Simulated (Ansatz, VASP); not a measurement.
**One calculation of NaCl, two programs**

INCAR

```
PREC = Accurate
ENCUT = 600
EDIFF = 1E-6
ISMEAR = -1
SIGMA = 0.05
LREAL = F
LASPH = T
NELM = 60
ALGO = Normal
ISIF = 3
LWAVE = F
LCHARG = F
GGA = RP
IBRION = 2
NSW = 80
EDIFFG = -0.01
```

File KPOINTS:

```
Automatic mesh
0
Gamma
  8 8 8
```

The input POSCAR:

```
NaCl
1.0
    0.0000000000      2.7940632177      2.7940632177
    2.7940632177      0.0000000000      2.7940632177
    2.7940632177      2.7940632177      0.0000000000
Cl Na
1 1
Direct
    0.5000000000      0.5000000000      0.5000000000
    0.0000000000      0.0000000000      0.0000000000
```

input.yaml

```yaml
crystal:
  lattice:
    - [0.0, 2.7940632177, 2.7940632177]
    - [2.7940632177, 0.0, 2.7940632177]
    - [2.7940632177, 2.7940632177, 0.0]
  atoms:
    - { symbol: Cl, position: [0.5, 0.5, 0.5] }
    - { symbol: Na, position: [0.0, 0.0, 0.0] }
kpoints:
  mp_grid: { grid: [8, 8, 8] }
scf:
  occupations: { method: fermi_dirac, width: 0.05 }
hamiltonian:
  xc: rpbe
  pseudopotentials: { kind: all_electron, lapw: { basis_error: 0.001 } }
output:
  forces: true
  stress: true
relax:
  f_tol: 0.01
  max_steps: 60
  cell: {}
```

Alike in both runs: task relaxation of cell and atoms; functional RPBE; k mesh 8 × 8 × 8; occupations fermi-dirac, width 0.05 eV; no spin polarisation.

|  | VASP | Ansatz |
| --- | --- | --- |
| version | VASP 6.6.1 | Ansatz 0.2.0 |
| potentials or method | VASP PAW PBE potentials, release 64 (Cl, Na_pv), cutoff 600 eV | all-electron LAPW, scalar-relativistic |

|  | VASP | Ansatz | Ansatz less VASP |
| --- | --- | --- | --- |
| relaxed volume (Å³/atom) | 24.95 | 24.93 | -0.023 |
| relaxed length of the cell vector where the two differ most in proportion (Å) | 4.133 | 4.131 | -0.0013 |

VASP's potentials were made for PBE, not for RPBE. Ansatz ran all-electron here, and VASP with PAW potentials.
